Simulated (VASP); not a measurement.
# CaMg (R-3m) in VASP: single point with LDA

Aim: the single point of CaMg with LDA.

Everything below comes from runs of VASP 6.6.1. Logs are shortened: lines on timing, memory, paths and dates and some standing lists are left out, and cuts for length are marked.

## Step 1: The cell of the first run

It takes space group R-3m (No. 166, trigonal). Conventional cell: a = 3.592 Å, b = 3.592 Å, c = 16.214 Å, α = 90.00°, β = 90.00°, γ = 120.00°. Ca (site symmetry -3m) has 6 Mg at 3.41 Å and 6 Ca at 3.59 Å within 4.5 Å. Mg (site symmetry -3m) has 6 Ca at 3.41 Å and 6 Mg at 3.59 Å within 4.5 Å.

## Step 2: Single point, LDA

The input, INCAR:

```
SYSTEM = CaMg
ALGO = Fast
EDIFF = 1E-6
ENCUT = 520
ISIF = 2
ISMEAR = 0
LASPH = .TRUE.
LCHARG = .TRUE.
LELF = .TRUE.
LREAL = .FALSE.
LVHAR = .TRUE.
LWAVE = .FALSE.
NBANDS = 13
NELM = 80
PREC = Accurate
SIGMA = 0.1
```

The input, KPOINTS:

```
k-points
0
G
  15 15 15
  0 0 0
```

The input, POSCAR:

```
CaMg
1.0
    1.7960279401      1.0369372147      5.4046665616
   -1.7960279401      1.0369372147      5.4046665616
    0.0000000000     -2.0738744293      5.4046665616
Ca Mg
1 1
Direct
    0.0000000000      0.0000000000      0.0000000000
    0.5000000000      0.5000000000      0.5000000000
```

Potentials or basis: VASP PAW LDA potentials, release 64 (Ca_sv, Mg).

The run is started by

```console
$ cat potpaw_LDA.64/Ca_sv/POTCAR potpaw_LDA.64/Mg/POTCAR > POTCAR
$ mpirun -np 1 vasp_std > vasp.out
```

OUTCAR:

```text
SYSTEM = CaMg
   EDIFF = 1E-6
   ENCUT = 520
   ISIF = 2
   ISMEAR = 0
   LASPH = .TRUE.
   LREAL = .FALSE.
   NELM = 80
   PREC = Accurate

 ion  position               nearest neighbor table
   1  0.000  0.000  0.000-   2 3.41   2 3.41   2 3.41   2 3.41   2 3.41   2 3.41
   2  0.500  0.500  0.500-   1 3.41   1 3.41   1 3.41   1 3.41   1 3.41   1 3.41

  LATTYP: Found a trigonal (rhomboedric) cell.
 ALAT       =     5.7889010866
 COS(alpha) =     0.8074852921

  Lattice vectors:

 A1 = (   1.7960279401,   1.0369372147,   5.4046665616)
 A2 = (  -1.7960279401,   1.0369372147,   5.4046665616)
 A3 = (   0.0000000000,  -2.0738744293,   5.4046665616)

Analysis of symmetry for initial positions (statically):
=====================================================================
 Subroutine PRICEL returns:
 Original cell was already a primitive cell.

 Routine SETGRP: Setting up the symmetry group for a
 trigonal (rhombohedral) supercell.

 Subroutine GETGRP returns: Found 12 space group operations
 (whereof 12 operations were pure point group operations)
 out of a pool of 12 trial point group operations.

The static configuration has the point symmetry D_3d.

Analysis of symmetry for dynamics (positions and initial velocities):
=====================================================================
 Subroutine PRICEL returns:
 Original cell was already a primitive cell.

 Routine SETGRP: Setting up the symmetry group for a
 trigonal (rhombohedral) supercell.

 Subroutine GETGRP returns: Found 12 space group operations
 (whereof 12 operations were pure point group operations)
 out of a pool of 12 trial point group operations.

The dynamic configuration has the point symmetry D_3d.

 Subroutine INISYM returns: Found 12 space group operations
 (whereof 12 operations are pure point group operations),
 and found     1 'primitive' translations

----------------------------------------------------------------------------------------

                                     Primitive cell

  volume of cell :      60.3929

  direct lattice vectors                    reciprocal lattice vectors
     1.796027940  1.036937215  5.404666562     0.278392106  0.160729757  0.061675097
    -1.796027940  1.036937215  5.404666562    -0.278392106  0.160729757  0.061675097
     0.000000000 -2.073874429  5.404666562     0.000000000 -0.321459514  0.061675097

  length of vectors
     5.788901087  5.788901087  5.788901087     0.327322527  0.327322527  0.327322527

  position of ions in fractional coordinates (direct lattice)
     0.000000000  0.000000000  0.000000000
     0.500000000  0.500000000  0.500000000

  ion indices of the primitive-cell ions
   primitive index   ion index
                 1           1
                 2           2

----------------------------------------------------------------------------------------

 KPOINTS: k-points

Automatic generation of k-mesh.
 Grid dimensions read from file:
 generate k-points for:   15   15   15

 Generating k-lattice:

  Cartesian coordinates                     Fractional coordinates (reciprocal lattice)
     0.018559474  0.010715317  0.004111673     0.066666667  0.000000000  0.000000000
    -0.018559474  0.010715317  0.004111673     0.000000000  0.066666667  0.000000000
     0.000000000 -0.021430634  0.004111673     0.000000000  0.000000000  0.066666667

  Length of vectors
     0.021821502  0.021821502  0.021821502

  Shift w.r.t. Gamma in fractional coordinates (k-lattice)
     0.000000000  0.000000000  0.000000000

 Subroutine IBZKPT returns following result:
 ===========================================

 Found    344 irreducible k-points:

 Following reciprocal coordinates:
            Coordinates               Weight
  0.000000  0.000000  0.000000      1.000000
  0.066667  0.000000 -0.000000      6.000000
  0.133333  0.000000  0.000000      6.000000
  0.200000  0.000000  0.000000      6.000000
  0.266667  0.000000  0.000000      6.000000
  0.333333  0.000000  0.000000      6.000000
[... 16 lines left out ...]
  0.133333  0.133333 -0.000000      6.000000
  0.200000  0.133333 -0.000000     12.000000
 [... further k-points ...]
   k-points           NKPTS =    344   k-points in BZ     NKDIM =    344   number of bands    NBANDS=     13
   number of dos      NEDOS =    301   number of ions     NIONS =      2
   total plane-waves  NPLWV = 110592
   dimension x,y,z NGX =    48 NGY =   48 NGZ =   48
   dimension x,y,z NGXF=    96 NGYF=   96 NGZF=   96
   ions per type =               1   1
   NGX,Y,Z   is equivalent  to a cutoff of  13.78, 13.78, 13.78 a.u.
   NGXF,Y,Z  is equivalent  to a cutoff of  27.57, 27.57, 27.57 a.u.
 SYSTEM =  CaMg
   PREC   = accura    normal or accurate (medium, high low for compatibility)
   ISTART =      0    job   : 0-new  1-cont  2-samecut
   ICHARG =      2    charge: 1-file 2-atom 10-const
   ISPIN  =      1    spin polarized calculation?
   LNONCOLLINEAR =      F non collinear calculations
   LSORBIT =      F    spin-orbit coupling
   LASPH  =      T    aspherical Exc in radial PAW
   ENCUT  =  520.0 eV  38.22 Ry    6.18 a.u.  10.76 10.76 10.76*2*pi/ulx,y,z
   NELM   =     80;   NELMIN=  2; NELMDL= -5     # of ELM steps
   EDIFF  = 0.1E-05   stopping-criterion for ELM
   LREAL  =      F    real-space projection
   EDIFFG = 0.1E-04   stopping-criterion for IOM
   NSW    =      0    number of steps for IOM
   IBRION =     -1    ionic relax: 0-MD 1-quasi-New 2-CG
   NFREE  =      0    steps in history (QN), initial steepest desc. (CG)
   ISIF   =      2    stress and relaxation
   ISYM   =      2    0-nonsym 1-usesym 2-fastsym
   POTIM  = 0.5000    time-step for ionic-motion
   TEBEG  =    0.0;   TEEND  =   0.0 temperature during run
   PSTRESS=    0.0 pullay stress
   NELECT =      12.0000    total number of electrons
   NUPDOWN=      -1.0000    fix difference up-down
   EMIN   =  10.00;   EMAX   =-10.00  energy-range for DOS
   EFERMI =   0.00;   METHOD = LEGACY
   ISMEAR =     0;   SIGMA  =   0.10  broadening in eV -4-tet -1-fermi 0-gaus
   EFERMI_NEDOS =   21; number of points for ismear=-14 and -15
   IALGO  =     68    algorithm
   IMIX   =      4    mixing-type and parameters
     AMIX     =   0.40;   BMIX     =  1.00
     AMIX_MAG =   1.60;   BMIX_MAG =  1.00
  volume/ion in A,a.u.               =      30.20       203.78
  Fermi-wavevector in a.u.,A,eV,Ry     =   0.955301  1.805256 12.416664  0.912599
  Thomas-Fermi vector in A             =   2.084126
   LORBIT       =      0    0 simple, 1 ext, 2 COOP (PROOUT), +10 PAW based schemes
   GGA     = CA    functional components
   LHFCALC =     F    Hartree Fock is set to
   AEXX    =    0.0000 exact exchange contribution
   IVDW    =     0    specifies the selected vdW correction
   LEPSILON=     F    determine dielectric tensor
   LRPA    =     F    only Hartree local field effects (RPA)
 non-spin polarized calculation
 RMM-DIIS sequential band-by-band and
 Gauss-broadening in eV      SIGMA  =   0.10
  energy-cutoff  :      520.00
  volume of cell :       60.39
 maximum number of plane-waves:      1659
 NGX is ok and might be reduce to    48
   NGX = 21   NGY = 21   NGZ = 21

 number of electron      11.9999999 magnetization

 Free energy of the ion-electron system (eV)
  ---------------------------------------------------
  ext. energy  EPLUGINS =         0.00000000
  ---------------------------------------------------
  free energy    TOTEN  =        -3.96866263 eV

  energy without entropy =       -3.95593604  energy(sigma->0) =       -3.96229933

 E-fermi :   2.1773     XC(G=0):  -8.4862

 val. band max:        2.1745447969   @ k =  -0.2000  -0.3333   0.1333
 cond. band min:       2.1774118652   @ k =  -0.4000  -0.4000   0.2000
 fundamental gap:      0.0028670683
 Fermi energy:         2.1772957564

 k-point     1 :       0.0000    0.0000    0.0000
  band No.  band energies     occupation
      1     -38.7806      2.00000
      2     -20.0956      2.00000
      3     -19.9727      2.00000
      4     -19.9727      2.00000
      5      -3.0888      2.00000
      6       1.5315      2.00000
      7       2.0997      1.72773
      8       4.9155      0.00000
      9       4.9155      0.00000
     10       6.1292      0.00000
     11       6.1292      0.00000
     12       7.3155      0.00000
     13      11.4014      0.00000

 k-point     2 :       0.0667    0.0000   -0.0000
  band No.  band energies     occupation
      1     -38.7793      2.00000
      2     -20.0938      2.00000
      3     -19.9845      2.00000
      4     -19.9754      2.00000
      5      -3.0113      2.00000
      6       1.5658      2.00000
      7       2.1577      1.21840
      8       4.8081      0.00000
      9       4.9824      0.00000
     10       6.0850      0.00000
     11       6.1083      0.00000
     12       7.3261      0.00000
     13      10.6611      0.00000

 k-point     3 :       0.1333    0.0000    0.0000
  band No.  band energies     occupation
      1     -38.7756      2.00000
      2     -20.0888      2.00000
      3     -20.0178      2.00000
      4     -19.9830      2.00000
      5      -2.7812      2.00000
      6       1.6513      2.00000
      7       2.3409      0.02065
      8       4.5200      0.00000
      9       5.1793      0.00000
     10       5.9637      0.00000
     11       6.0184      0.00000
     12       7.3630      0.00000
     13       9.4405      0.00000

 k-point     4 :       0.2000    0.0000    0.0000
  band No.  band energies     occupation
      1     -38.7701      2.00000
      2     -20.0814      2.00000
      3     -20.0664      2.00000
      4     -19.9942      2.00000
      5      -2.4046      2.00000
      6       1.7578      2.00000
      7       2.6513      0.00000
      8       4.1176      0.00000
      9       5.4938      0.00000
     10       5.7766      0.00000
     11       5.7943      0.00000
     12       7.4348      0.00000
     13       8.4004      0.00000

 k-point     5 :       0.2667    0.0000    0.0000
  band No.  band energies     occupation
      1     -38.7638      2.00000
      2     -20.1217      2.00000
      3     -20.0729      2.00000
      4     -20.0070      2.00000
      5      -1.8912      2.00000
      6       1.8667      1.99999
      7       3.0402      0.00000
      8       3.6312      0.00000
      9       5.3346      0.00000
     10       5.6053      0.00000
     11       5.9104      0.00000
     12       7.5368      0.00000
     13       7.7534      0.00000
[... 257 lines left out ...]
 k-point    22 :      -0.0667    0.0667    0.0000
  band No.  band energies     occupation
      1     -38.7768      2.00000
      2     -20.0903      2.00000
      3     -20.0067      2.00000
      4     -19.9809      2.00000
      5      -2.8657      2.00000
      6       1.7684      2.00000
      7       2.1410      1.39199
      8       4.6149      0.00000
      9       5.1136      0.00000
     10       5.9920      0.00000
     11       6.0632      0.00000
     12       7.3322      0.00000
     13       9.9607      0.00000

 k-point    23 :       0.1333    0.1333   -0.0000
  band No.  band energies     occupation
      1     -38.7756      2.00000
      2     -20.0889      2.00000
      3     -20.0178      2.00000
      4     -19.9830      2.00000
      5      -2.7497      2.00000
      6       1.3691      2.00000
      7       2.5936      0.00000
      8       4.5375      0.00000
      9       5.1701      0.00000
     10       5.9137      0.00000
     11       6.0195      0.00000
     12       7.4440      0.00000
     13       9.6724      0.00000

 k-point    24 :       0.2000    0.1333   -0.0000
  band No.  band energies     occupation
      1     -38.7722      2.00000
      2     -20.0844      2.00000
      3     -20.0466      2.00000
      4     -19.9914      2.00000
      5      -2.5085      2.00000
      6       1.3898      2.00000
      7       2.8106      0.00000
      8       4.3012      0.00000
      9       5.3604      0.00000
     10       5.7108      0.00000
     11       5.9397      0.00000
     12       7.5514      0.00000
     13       9.1632      0.00000

 [... further k-points ...]

------------------------ aborting loop because EDIFF is reached ----------------------------------------

  FORCE on cell =-STRESS in cart. coord.  units (eV):
  Direction    XX          YY          ZZ          XY          YZ          ZX
  --------------------------------------------------------------------------------------
  -------------------------------------------------------------------------------------
  Total       -0.0483006     -0.0483006     -0.0823157      0.0000000     -0.0000000     -0.0000000
  in kB       -1.2813795     -1.2813795     -2.1837737      0.0000000     -0.0000000     -0.0000000
  external PRESSURE =      -1.5821776 kB  Pullay stress =       0.0000000 kB

 VOLUME and BASIS-vectors are now :
 -----------------------------------------------------------------------------
  energy-cutoff  :      520.00
  volume of cell :       60.39
      direct lattice vectors                 reciprocal lattice vectors
     1.796027940  1.036937215  5.404666562     0.278392106  0.160729757  0.061675097
    -1.796027940  1.036937215  5.404666562    -0.278392106  0.160729757  0.061675097
     0.000000000 -2.073874429  5.404666562     0.000000000 -0.321459514  0.061675097

 POSITION                                       TOTAL-FORCE (eV/Angst)
 -----------------------------------------------------------------------------------
      0.00000      0.00000      0.00000         0.000000      0.000000      0.000000
      0.00000      0.00000      8.10700         0.000000     -0.000000      0.000000
 -----------------------------------------------------------------------------------
    total drift:                               -0.000000     -0.000000     -0.000000

  FREE ENERGIE OF THE ION-ELECTRON SYSTEM (eV)
  ---------------------------------------------------
  free  energy   TOTEN  =        -3.9686626284 eV

  energy  without entropy=       -3.9559360403  energy(sigma->0) =       -3.96229933
```

Run time: 16 min. Hardware: 1 thread of Oxide Virtual Turin-like, shared host; peak memory 0.47 GiB.

Results:

```
Free energy            : -3.9687 eV
Pressure               : -0.2 GPa
Band gap on the k mesh : zero (bands 6 and 7 overlap by 0.72 eV)
```
